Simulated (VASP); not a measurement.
# P (P4/mmm) in VASP: a series of runs

The runs below take P through single point, with r2SCAN.

Program: VASP 6.6.1. These are calculated values, not measurements. Logs are shortened: lines on timing, memory, paths and dates and some standing lists are left out, and cuts for length are marked.

## 1. The cell of the first run

The structure is tetragonal, space group P4/mmm (No. 123). Conventional cell: a = 4.401 Å, b = 4.401 Å, c = 4.247 Å, α = 90.00°, β = 90.00°, γ = 90.00°. P (site symmetry 4/mmm) has 6 P at 4.25 to 4.40 Å within 5.6 Å.

## 2. Single point, r2SCAN (strain +0.030 along x and y, -0.030 along z)

Input file POSCAR:

```
P
1.0
    4.4010920031      0.0000000000      0.0000000000
    0.0000000000      4.4010920031      0.0000000000
    0.0000000000      0.0000000000      4.2466600000
P
1
Direct
    0.0000000000      0.0000000000      0.0000000000
```

Input file INCAR.step1:

```
SYSTEM = P
PREC = Accurate
ENCUT = 520
ISMEAR = 0
SIGMA = 0.15
LREAL = .False.
LASPH = .True.
NELM = 80
NBANDS = 8
GGA = PE
ALGO = Normal
EDIFF = 1E-4
LWAVE = .True.
LCHARG = .False.
```

Input file INCAR.step2:

```
SYSTEM = P
PREC = Accurate
ENCUT = 520
EDIFF = 1E-6
ISMEAR = 0
SIGMA = 0.15
LREAL = .False.
LASPH = .True.
NELM = 80
ALGO = Normal
ISIF = 2
LWAVE = .False.
LCHARG = .False.
METAGGA = R2SCAN
LMIXTAU = .True.
NBANDS = 8
ISTART = 1
```

Input file KPOINTS:

```
regular mesh
0
Gamma
  12 12 12
  0 0 0
```

Potentials or basis: VASP PAW PBE potentials, release 64 (P).

Command:

```console
> cat potpaw_PBE.64/P/POTCAR > POTCAR
> cp INCAR.step1 INCAR
> mpirun -np 1 vasp_std > vasp.out
> cp INCAR.step2 INCAR
> mpirun -np 1 vasp_std > vasp.out
```

OUTCAR:

```text
SYSTEM = P
   PREC = Accurate
   ENCUT = 520
   EDIFF = 1E-6
   ISMEAR = 0
   LREAL = .False.
   LASPH = .True.
   NELM = 80
   ISIF = 2
   METAGGA = R2SCAN
   ISTART = 1

 ion  position               nearest neighbor table
   1  0.000  0.000  0.000-

  LATTYP: Found a simple tetragonal cell.
 ALAT       =     4.4010920031
 C/A-ratio  =     0.9649105261

  Lattice vectors:

 A1 = (   4.4010920031,   0.0000000000,   0.0000000000)
 A2 = (   0.0000000000,   4.4010920031,   0.0000000000)
 A3 = (   0.0000000000,   0.0000000000,   4.2466600000)

Analysis of symmetry for initial positions (statically):
=====================================================================
 Subroutine PRICEL returns:
 Original cell was already a primitive cell.

 Routine SETGRP: Setting up the symmetry group for a
 simple tetragonal supercell.

 Subroutine GETGRP returns: Found 16 space group operations
 (whereof 16 operations were pure point group operations)
 out of a pool of 16 trial point group operations.

The static configuration has the point symmetry D_4h.

Analysis of symmetry for dynamics (positions and initial velocities):
=====================================================================
 Subroutine PRICEL returns:
 Original cell was already a primitive cell.

 Routine SETGRP: Setting up the symmetry group for a
 simple tetragonal supercell.

 Subroutine GETGRP returns: Found 16 space group operations
 (whereof 16 operations were pure point group operations)
 out of a pool of 16 trial point group operations.

The dynamic configuration has the point symmetry D_4h.

 Subroutine INISYM returns: Found 16 space group operations
 (whereof 16 operations are pure point group operations),
 and found     1 'primitive' translations

----------------------------------------------------------------------------------------

                                     Primitive cell

  volume of cell :      82.2562

  direct lattice vectors                    reciprocal lattice vectors
     4.401092003  0.000000000  0.000000000     0.227216336  0.000000000  0.000000000
     0.000000000  4.401092003  0.000000000     0.000000000  0.227216336  0.000000000
     0.000000000  0.000000000  4.246660000     0.000000000  0.000000000  0.235479177

  length of vectors
     4.401092003  4.401092003  4.246660000     0.227216336  0.227216336  0.235479177

  position of ions in fractional coordinates (direct lattice)
     0.000000000  0.000000000  0.000000000

  ion indices of the primitive-cell ions
   primitive index   ion index
                 1           1

----------------------------------------------------------------------------------------

 KPOINTS: regular mesh

Automatic generation of k-mesh.
 Grid dimensions read from file:
 generate k-points for:   12   12   12

 Generating k-lattice:

  Cartesian coordinates                     Fractional coordinates (reciprocal lattice)
     0.018934695  0.000000000  0.000000000     0.083333333  0.000000000  0.000000000
     0.000000000  0.018934695  0.000000000     0.000000000  0.083333333  0.000000000
     0.000000000  0.000000000  0.019623265     0.000000000  0.000000000  0.083333333

  Length of vectors
     0.018934695  0.018934695  0.019623265

  Shift w.r.t. Gamma in fractional coordinates (k-lattice)
     0.000000000  0.000000000  0.000000000

 Subroutine IBZKPT returns following result:
 ===========================================

 Found    196 irreducible k-points:

 Following reciprocal coordinates:
            Coordinates               Weight
  0.000000  0.000000  0.000000      1.000000
  0.083333  0.000000  0.000000      4.000000
  0.166667  0.000000  0.000000      4.000000
  0.250000  0.000000  0.000000      4.000000
  0.333333  0.000000  0.000000      4.000000
  0.416667  0.000000  0.000000      4.000000
[... 16 lines left out ...]
  0.333333  0.333333  0.000000      4.000000
  0.416667  0.333333  0.000000      8.000000
 [... further k-points ...]
   k-points           NKPTS =    196   k-points in BZ     NKDIM =    196   number of bands    NBANDS=      8
   number of dos      NEDOS =    301   number of ions     NIONS =      1
   total plane-waves  NPLWV =  41472
   dimension x,y,z NGX =    36 NGY =   36 NGZ =   32
   dimension x,y,z NGXF=    72 NGYF=   72 NGZF=   64
   ions per type =               1
   NGX,Y,Z   is equivalent  to a cutoff of  13.60, 13.60, 12.53 a.u.
   NGXF,Y,Z  is equivalent  to a cutoff of  27.20, 27.20, 25.05 a.u.
 SYSTEM =  P
   PREC   = accura    normal or accurate (medium, high low for compatibility)
   ISTART =      1    job   : 0-new  1-cont  2-samecut
   ICHARG =      0    charge: 1-file 2-atom 10-const
   ISPIN  =      1    spin polarized calculation?
   LNONCOLLINEAR =      F non collinear calculations
   LSORBIT =      F    spin-orbit coupling
   LASPH  =      T    aspherical Exc in radial PAW
   ENCUT  =  520.0 eV  38.22 Ry    6.18 a.u.   8.18  8.18  7.90*2*pi/ulx,y,z
   NELM   =     80;   NELMIN=  2; NELMDL=  0     # of ELM steps
   EDIFF  = 0.1E-05   stopping-criterion for ELM
   LREAL  =      F    real-space projection
   EDIFFG = 0.1E-04   stopping-criterion for IOM
   NSW    =      0    number of steps for IOM
   IBRION =     -1    ionic relax: 0-MD 1-quasi-New 2-CG
   NFREE  =      0    steps in history (QN), initial steepest desc. (CG)
   ISIF   =      2    stress and relaxation
   ISYM   =      2    0-nonsym 1-usesym 2-fastsym
   POTIM  = 0.5000    time-step for ionic-motion
   TEBEG  =    0.0;   TEEND  =   0.0 temperature during run
   PSTRESS=    0.0 pullay stress
   NELECT =       5.0000    total number of electrons
   NUPDOWN=      -1.0000    fix difference up-down
   EMIN   =  10.00;   EMAX   =-10.00  energy-range for DOS
   EFERMI =   0.00;   METHOD = LEGACY
   ISMEAR =     0;   SIGMA  =   0.15  broadening in eV -4-tet -1-fermi 0-gaus
   EFERMI_NEDOS =   21; number of points for ismear=-14 and -15
   IALGO  =     38    algorithm
   IMIX   =      4    mixing-type and parameters
     AMIX     =   0.40;   BMIX     =  1.00
     AMIX_MAG =   1.60;   BMIX_MAG =  1.00
  volume/ion in A,a.u.               =      82.26       555.09
  Fermi-wavevector in a.u.,A,eV,Ry     =   0.643688  1.216394  5.637358  0.414334
  Thomas-Fermi vector in A             =   1.710770
   LORBIT       =      0    0 simple, 1 ext, 2 COOP (PROOUT), +10 PAW based schemes
   METAGGA = R2SCAN    functional components
   LHFCALC =     F    Hartree Fock is set to
   AEXX    =    0.0000 exact exchange contribution
   IVDW    =     0    specifies the selected vdW correction
   LEPSILON=     F    determine dielectric tensor
   LRPA    =     F    only Hartree local field effects (RPA)
 non-spin polarized calculation
 Gauss-broadening in eV      SIGMA  =   0.15
  energy-cutoff  :      520.00
  volume of cell :       82.26
 maximum number of plane-waves:      2240
 NGX is ok and might be reduce to    36
   NGX = 17   NGY = 17   NGZ = 15

 number of electron       5.0000000 magnetization

 Free energy of the ion-electron system (eV)
  ---------------------------------------------------
  ext. energy  EPLUGINS =         0.00000000
  ---------------------------------------------------
  free energy    TOTEN  =        -4.27361322 eV

  energy without entropy =       -4.23482742  energy(sigma->0) =       -4.25422032

 E-fermi :  -3.3054     XC(G=0):  -5.1052

 val. band max:       -3.3054096412   @ k =   0.4167   0.0833   0.2500
 cond. band min:      -3.3021875814   @ k =   0.5000   0.0000   0.2500
 fundamental gap:      0.0032220598
 Fermi energy:        -3.3053801052

 k-point     1 :       0.0000    0.0000    0.0000
  band No.  band energies     occupation
      1     -12.4777      2.00000
      2      -2.8507      0.00002
      3      -2.8507      0.00002
      4      -2.6808      0.00000
      5       1.6965      0.00000
      6       4.7085      0.00000
      7       4.8467      0.00000
      8       9.2791      0.00000

 k-point     2 :       0.0833    0.0000    0.0000
  band No.  band energies     occupation
      1     -12.4684      2.00000
      2      -2.9560      0.00099
      3      -2.8424      0.00001
      4      -2.6730      0.00000
      5       1.8107      0.00000
      6       4.7879      0.00000
      7       4.8996      0.00000
      8       8.8148      0.00000

 k-point     3 :       0.1667    0.0000    0.0000
  band No.  band energies     occupation
      1     -12.4427      2.00000
      2      -3.2204      0.42274
      3      -2.8194      0.00000
      4      -2.6516      0.00000
      5       2.1078      0.00000
      6       4.9378      0.00000
      7       5.0836      0.00000
      8       8.1734      0.00000

 k-point     4 :       0.2500    0.0000    0.0000
  band No.  band energies     occupation
      1     -12.4069      2.00000
      2      -3.5402      1.97314
      3      -2.7875      0.00000
      4      -2.6218      0.00000
      5       2.5074      0.00000
      6       5.1035      0.00000
      7       5.2352      0.00000
      8       7.6127      0.00000

 k-point     5 :       0.3333    0.0000    0.0000
  band No.  band energies     occupation
      1     -12.3703      2.00000
      2      -3.8260      2.00000
      3      -2.7550      0.00000
      4      -2.5914      0.00000
      5       2.9583      0.00000
      6       5.0794      0.00000
      7       5.2957      0.00000
      8       7.1846      0.00000

 k-point     6 :       0.4167    0.0000    0.0000
  band No.  band energies     occupation
      1     -12.3429      2.00000
      2      -4.0193      2.00000
      3      -2.7308      0.00000
      4      -2.5688      0.00000
      5       3.4242      0.00000
      6       4.6911      0.00000
      7       5.4485      0.00000
      8       6.9170      0.00000

 k-point     7 :       0.5000    0.0000    0.0000
  band No.  band energies     occupation
      1     -12.3328      2.00000
      2      -4.0872      2.00000
      3      -2.7218      0.00000
      4      -2.5605      0.00000
      5       3.7234      0.00000
      6       4.3974      0.00000
      7       5.5110      0.00000
      8       6.8260      0.00000

 k-point     8 :       0.0833    0.0833    0.0000
  band No.  band energies     occupation
      1     -12.4591      2.00000
      2      -2.9627      0.00123
      3      -2.9305      0.00041
      4      -2.6653      0.00000
      5       1.9231      0.00000
      6       4.8794      0.00000
      7       4.9399      0.00000
      8       8.3445      0.00000

 k-point     9 :       0.1667    0.0833    0.0000
  band No.  band energies     occupation
      1     -12.4335      2.00000
      2      -3.2110      0.37369
      3      -2.9185      0.00026
      4      -2.6439      0.00000
      5       2.2149      0.00000
      6       5.0259      0.00000
      7       5.1243      0.00000
      8       7.7104      0.00000

 k-point    10 :       0.2500    0.0833    0.0000
  band No.  band energies     occupation
      1     -12.3979      2.00000
      2      -3.5277      1.96390
      3      -2.8839      0.00007
      4      -2.6143      0.00000
      5       2.6058      0.00000
      6       5.1752      0.00000
      7       5.2693      0.00000
      8       7.2607      0.00000
[... 78 lines left out ...]
 k-point    18 :       0.5000    0.1667    0.0000
  band No.  band energies     occupation
      1     -12.3001      2.00000
      2      -4.0263      2.00000
      3      -3.0413      0.01278
      4      -2.5341      0.00000
      5       3.9559      0.00000
      6       4.2037      0.00000
      7       5.8667      0.00000
      8       6.6620      0.00000

 k-point    19 :       0.2500    0.2500    0.0000
  band No.  band energies     occupation
      1     -12.3383      2.00000
      2      -3.4846      1.90893
      3      -3.3880      1.56386
      4      -2.5655      0.00000
      5       3.1295      0.00000
      6       5.0101      0.00000
      7       5.9234      0.00000
      8       6.5554      0.00000

 k-point    20 :       0.3333    0.2500    0.0000
  band No.  band energies     occupation
      1     -12.3029      2.00000
      2      -3.7153      1.99989
      3      -3.3775      1.50360
      4      -2.5367      0.00000
      5       3.3672      0.00000
      6       4.8064      0.00000
      7       6.1088      0.00000
      8       6.6737      0.00000

 k-point    21 :       0.4167    0.2500    0.0000
  band No.  band energies     occupation
      1     -12.2765      2.00000
      2      -3.8980      2.00000
      3      -3.3407      1.26097
      4      -2.5152      0.00000
      5       3.5091      0.00000
      6       4.6667      0.00000
      7       6.2167      0.00000
      8       6.7084      0.00000

 k-point    22 :       0.5000    0.2500    0.0000
  band No.  band energies     occupation
      1     -12.2667      2.00000
      2      -3.9628      2.00000
      3      -3.3265      1.15757
      4      -2.5073      0.00000
      5       3.5507      0.00000
      6       4.6269      0.00000
      7       6.2785      0.00000
      8       6.6620      0.00000

 k-point    23 :       0.3333    0.3333    0.0000
  band No.  band energies     occupation
      1     -12.2681      2.00000
      2      -3.6826      1.99962
      3      -3.6169      1.99669
      4      -2.5086      0.00000
      5       3.3348      0.00000
      6       4.8337      0.00000
      7       6.4472      0.00000
      8       6.7424      0.00000

 k-point    24 :       0.4167    0.3333    0.0000
  band No.  band energies     occupation
      1     -12.2422      2.00000
      2      -3.8336      2.00000
      3      -3.6021      1.99485
      4      -2.4878      0.00000
      5       3.2296      0.00000
      6       4.9602      0.00000
      7       6.5913      0.00000
      8       6.7879      0.00000

 [... further k-points ...]
[... 5 lines left out ...]
  --------------------------------------------------------------------------------------
  -------------------------------------------------------------------------------------
  Total       -1.8183781     -1.8183781     -2.1124836      0.0000000     -0.0000000      0.0000000
  in kB      -35.4181916    -35.4181916    -41.1467509      0.0000000     -0.0000000      0.0000000
  external PRESSURE =     -37.3277113 kB  Pullay stress =       0.0000000 kB

 VOLUME and BASIS-vectors are now :
 -----------------------------------------------------------------------------
  energy-cutoff  :      520.00
  volume of cell :       82.26
      direct lattice vectors                 reciprocal lattice vectors
     4.401092003  0.000000000  0.000000000     0.227216336  0.000000000  0.000000000
     0.000000000  4.401092003  0.000000000     0.000000000  0.227216336  0.000000000
     0.000000000  0.000000000  4.246660000     0.000000000  0.000000000  0.235479177

 POSITION                                       TOTAL-FORCE (eV/Angst)
 -----------------------------------------------------------------------------------
      0.00000      0.00000      0.00000         0.000000      0.000000      0.000000
 -----------------------------------------------------------------------------------
    total drift:                               -0.000000      0.000000      0.000000

  FREE ENERGIE OF THE ION-ELECTRON SYSTEM (eV)
  ---------------------------------------------------
  free  energy   TOTEN  =        -4.2736132174 eV

  energy  without entropy=       -4.2348274177  energy(sigma->0) =       -4.25422032
```

It took 4.3 min on 1 thread of Oxide Virtual Turin-like, shared host; peak memory 0.23 GiB.

Results:

```yaml
Free_energy: -4.2736 eV
Pressure: -3.7 GPa
Band_gap_on_the_k_mesh: zero (an odd number of electrons rules out a gap without spin polarisation)
```

Caveat: the cell differs from its parent crystal (strain +0.030 along x and y, -0.030 along z); the cell stands under tension; the nearest neighbours stand farther apart than a usual bond; the PAW data sets were made with another functional, which shifts forces and pressure a little; an odd number of electrons without spin polarisation forces a metal; a magnetic or distorted state may lie lower.

[end of part 1 of 2]
